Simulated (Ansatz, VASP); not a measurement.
**TiTe2: VASP beside Ansatz**

Contents of POSCAR:

```
TiTe2
1.0
    3.6998967326      0.0000000000      0.0000000000
   -1.8499483663      3.2042045618      0.0000000000
    0.0000000000      0.0000000000      6.3653505344
Te Ti
2 1
Direct
    0.3333333333      0.6666666667      0.7372000000
    0.6666666667      0.3333333333      0.2628000000
    0.0000000000      0.0000000000      0.0000000000
```

Contents of INCAR.step1:

```
SYSTEM = TiTe2
ALGO = Normal ; EDIFF = 1E-4
ENCUT = 520 ; GGA = PE
ISMEAR = -1 ; LASPH = .True.
LCHARG = .False. ; LREAL = .False.
LWAVE = .True. ; NBANDS = 19
NELM = 80 ; PREC = Accurate
SIGMA = 0.05
```

Contents of INCAR.step2:

```
SYSTEM = TiTe2
ALGO = Normal ; EDIFF = 1E-6
ENCUT = 520 ; ISIF = 2
ISMEAR = -1 ; ISTART = 1
LASPH = .True. ; LCHARG = .False.
LMIXTAU = .True. ; LREAL = .False.
LWAVE = .False. ; METAGGA = R2SCAN
NBANDS = 19 ; NELM = 80
PREC = Accurate ; SIGMA = 0.05
```

File KPOINTS:

```
k-points
0
Gamma
  8 8 4
  0 0 0
```

input.yaml

```yaml
crystal:
  lattice:
    - [3.6998967326, 0.0, 0.0]
    - [-1.8499483663, 3.2042045618, 0.0]
    - [0.0, 0.0, 6.3653505344]
  atoms:
    - { symbol: Te, position: [0.3333333333, 0.6666666667, 0.7372] }
    - { symbol: Te, position: [0.6666666667, 0.3333333333, 0.2628] }
    - { symbol: Ti, position: [0.0, 0.0, 0.0] }
hamiltonian:
  xc: r2scan
  pseudopotentials: { kind: paw }
kpoints:
  mp_grid: { grid: [8, 8, 4] }
scf:
  occupations: { method: fermi_dirac, width: 0.05 }
output:
  forces: true
  stress: true
  eigenvalues: true
  write_density: true
  write_potential: true
  elf: true
  volumetric_format: npy
```

Alike in both runs: task single point; functional r2SCAN; k mesh 8 × 8 × 4; occupations fermi-dirac, width 0.05 eV; no spin polarisation.

|  | VASP | Ansatz |
| --- | --- | --- |
| version | VASP 6.6.1 | Ansatz 0.2.0 |
| potentials or method | VASP PAW PBE potentials, release 64 (Te, Ti_sv) | Ansatz PAW |
| plane-wave cutoff (eV) | 520 | 500 |
| valence electrons in the cell | 24 | 44 |

|  | VASP | Ansatz | Ansatz less VASP |
| --- | --- | --- | --- |
| gap on the k mesh at the Fermi level (eV) | none | none | - |
| pressure (GPa) | 5.9 | 5.8 | -0.13 |
| traceless stress, the component that is largest in VASP (GPa) | -0.18 | -0.14 | +0.038 |
| rms of the force components (eV/Å) | 0.181 | 0.170 | -0.0103 |

VASP's potentials were made for PBE, not for r2SCAN. Atom by atom the forces differ by 0.010 eV/Å (rms over components). A gap of «none» marks a metal or a gap that the smearing closes. With one functional, cell and mesh, what is left measures potentials, basis and numerics. VASP's potentials hold 24 valence electrons a cell and Ansatz's 44, so a difference there can come from the potentials and not from the codes.

Spin-orbit coupling is off throughout.
